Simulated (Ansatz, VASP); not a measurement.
**HCl in VASP and in Ansatz**

File INCAR:

```
  PREC = Accurate
  ENCUT = 520
  EDIFF = 1E-6
  ISMEAR = 0
  SIGMA = 0.15
  LREAL = False
  LASPH = True
  NELM = 100
  ALGO = Normal
  ISIF = 2
  LWAVE = False
  LCHARG = False
  GGA = PS
  NBANDS = 11
```

File KPOINTS:

```
regular mesh
0
Gamma
  16 16 16
```

File POSCAR:

```
HCl
1.0
   -0.5932550136      2.4753054015      2.4753054015
    2.4753054015     -0.5932550136      2.4753054015
    2.4753054015      2.4753054015     -0.5932550136
H Cl
1 1
Direct
    0.0000000000      0.0000000000      0.0000000000
    0.5000000000      0.5000000000      0.5000000000
```

Input for Ansatz:

```yaml
crystal:
  lattice:
    - [-0.5932550136, 2.4753054015, 2.4753054015]
    - [2.4753054015, -0.5932550136, 2.4753054015]
    - [2.4753054015, 2.4753054015, -0.5932550136]
  atoms:
    - { symbol: H, position: [0.0, 0.0, 0.0] }
    - { symbol: Cl, position: [0.5, 0.5, 0.5] }
basis:
  ecutwfc: 420
kpoints:
  mp_grid: { grid: [16, 16, 16] }
hamiltonian:
  xc: pbesol
scf:
  occupations: { method: gaussian, width: 0.15 }
output:
  forces: true
  stress: true
  eigenvalues: true
```

Alike in both runs: task single point; functional PBEsol; k mesh 16 × 16 × 16; occupations gaussian, width 0.15 eV; no spin polarisation.

```csv
,VASP,Ansatz
version,VASP 6.6.1,Ansatz 0.2.0
potentials or method,"VASP PAW PBE potentials, release 64 (H, Cl), cutoff 520 eV","scalar-relativistic, plane waves, PAW"
valence electrons in the cell,8,8
```

|  | VASP | Ansatz | Ansatz less VASP |
| --- | --- | --- | --- |
| gap on the k mesh at the Fermi level (eV) | none | none | - |
| pressure (GPa) | -9.3 | -9.3 | +0.04 |
| traceless stress, the component that is largest in VASP (GPa) | 2.95 | 2.95 | +0.003 |

VASP's potentials were made for PBE, not for PBEsol. A gap of «none» marks a metal or a gap that the smearing closes.
